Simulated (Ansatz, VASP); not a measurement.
## Mg2ZnO3: VASP beside Ansatz

The input INCAR:

```
PREC     = Accurate       # precision mode
ENCUT    = 520            # plane-wave cutoff, eV
EDIFF    = 1E-7           # SCF threshold, eV
ISMEAR   = 0              # smearing method
SIGMA    = 0.01           # smearing width, eV
LREAL    = False          # projectors in reciprocal space
LASPH    = True           # aspherical terms in the spheres
NELM     = 150            # most SCF steps
ALGO     = Normal         # electronic algorithm
ISIF     = 2              # what is computed and relaxed
LWAVE    = False          # write WAVECAR
LCHARG   = False          # write CHGCAR
LDAU     = True           # DFT+U
LDAUTYPE = 2            
LDAUL    = -1 2 -1        # shell
LDAUU    = 0 2 0          # U, eV
LDAUJ    = 0 0 0        
LDAUPRINT= 1            
GGA      = CA             # functional
NBANDS   = 26             # bands
```

File KPOINTS:

```
regular mesh
0
Gamma
  12 12 4
```

Contents of POSCAR:

```
Mg2ZnO3
1.0
    3.0330000000      0.0000000000      0.0000000000
   -1.5165000000      2.6266500000      0.0000000000
    0.0000000000      0.0000000000      7.4033200000
Mg Zn O
2 1 3
Direct
    0.3333333333      0.6666666667      0.6658000000
    0.6666666667      0.3333333333      0.3342000000
    0.0000000000      0.0000000000      0.0000000000
    0.3333333333      0.6666666667      0.1726200000
    0.6666666667      0.3333333333      0.8273800000
    0.0000000000      0.0000000000      0.5000000000
```

Input for Ansatz:

```yaml
crystal:
  lattice:
    - [3.033, 0.0, 0.0]
    - [-1.5165, 2.62665, 0.0]
    - [0.0, 0.0, 7.40332]
  atoms:
    - { symbol: Mg, position: [0.3333333333333333, 0.6666666666666666, 0.6658] }
    - { symbol: Mg, position: [0.6666666666666666, 0.3333333333333333, 0.3342] }
    - { symbol: Zn, position: [0.0, 0.0, 0.0] }
    - { symbol: O, position: [0.3333333333333333, 0.6666666666666666, 0.17262] }
    - { symbol: O, position: [0.6666666666666666, 0.3333333333333333, 0.82738] }
    - { symbol: O, position: [0.0, 0.0, 0.5] }
kpoints:
  mp_grid:
    grid: [12, 12, 4]
    shift: [0.0, 0.0, 0.0]
hamiltonian:
  xc: lda
  hubbard:
    - { species: Zn, l: d, u_eff: 2.0 }
scf:
  convergence:
    dr2_threshold: 1.0e-09
  occupations:
    method: fixed
output:
  eigenvalues: true
```

Alike in both runs: task single point; functional LDA; k mesh 12 × 12 × 4; no spin polarisation; Hubbard terms Zn d U = 2.0 eV.

```csv
,VASP,Ansatz
version,VASP 6.6.1,Ansatz 0.2.0
potentials or method,"VASP PAW LDA potentials, release 64 (Mg, Zn, O)","plane waves, PAW"
plane-wave cutoff (eV),520,420
occupations,"gaussian, width 0.01 eV",fixed
valence electrons in the cell,34,50
```

Ansatz gave:

```
gap on the k mesh at the Fermi level (eV) : 2.91
```

**Question.** Estimate VASP's values.

**Answer.** gap on the k mesh at the Fermi level (eV): 2.95.

LDA's correlation is that of Perdew and Zunger in VASP and of Perdew and Wang (1992) in Ansatz. The programs project onto different local orbitals, so the same U acts differently, and such runs can settle in different states. VASP's potentials hold 34 valence electrons a cell and Ansatz's 50, so a difference there can come from the potentials and not from the codes.
